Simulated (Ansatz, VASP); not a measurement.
Two plane-wave programs on TeW

```
CELL_PARAMETERS angstrom
0.00000 2.78283 2.78283
2.78283 0.00000 2.78283
2.78283 2.78283 0.00000
ATOMIC_POSITIONS crystal
W 0.00000 0.00000 0.00000
Te 0.50000 0.50000 0.50000
```

Alike in both runs: task single point; functional PBEsol; k mesh 14 × 14 × 14; occupations gaussian, width 0.1 eV; collinear spin.

```csv
,VASP,Ansatz
version,VASP 6.6.1,Ansatz 0.2.0
potentials or method,"VASP PAW PBE potentials, release 64 (W_sv, Te), cutoff 520 eV","scalar-relativistic, plane waves, PAW"
valence electrons in the cell,20,30
```

```tsv
	VASP	Ansatz	Ansatz less VASP
gap on the k mesh at the Fermi level (eV)	none	none	-
pressure (GPa)	0.2	0.0	-0.16
net moment per atom (μB)	0.94	0.95	+0.001
size of the moment on the site where the two differ most (μB)	1.50	1.38	-0.121
```

VASP's potentials were made for PBE, not for PBEsol. Site moments also hang on the region over which each program counts them. A gap of «none» marks a metal or a gap that the smearing closes. VASP's potentials hold 20 valence electrons a cell and Ansatz's 30, so a difference there can come from the potentials and not from the codes.

Neither program's run includes spin-orbit coupling.
